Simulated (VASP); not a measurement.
A run of VASP 6.6.1 is set up as follows.

File INCAR:

```
PREC = Accurate
ENCUT = 520
EDIFF = 1E-6
ISMEAR = 0
SIGMA = 0.1
LREAL = False
LASPH = True
NELM = 100
ALGO = Normal
ISIF = 2
LWAVE = False
LCHARG = False
LDIPOL = True
IDIPOL = 3
DIPOL = 0.5 0.5 0.294
GGA = PE
NBANDS = 18
```

Contents of KPOINTS:

```
regular mesh
0
Gamma
  4 4 1
```

Contents of POSCAR:

```
SrTl
1.0
    4.8018361436      0.0000000000      0.0000000000
    0.0000000000      4.8018361436      0.0000000000
    0.0000000000      0.0000000000     23.8000000000
Sr Tl
1 1
Direct
    0.0000000000      0.0000000000      0.2941176471
    0.5000000000      0.5000000000      0.2941176471
```

Potentials or basis: VASP PAW PBE potentials, release 64 (Sr_sv, Tl_d).

The run is started by

```sh
$ cat potpaw_PBE.64/Sr_sv/POTCAR potpaw_PBE.64/Tl_d/POTCAR > POTCAR
$ mpirun -np 1 vasp_std > vasp.out
```

Task: Estimate the band gap on the k mesh.

Result: Zero (an odd number of electrons rules out a gap without spin polarisation).

Caveat: spin-orbit coupling is left out, which moves the levels of the heavy elements.
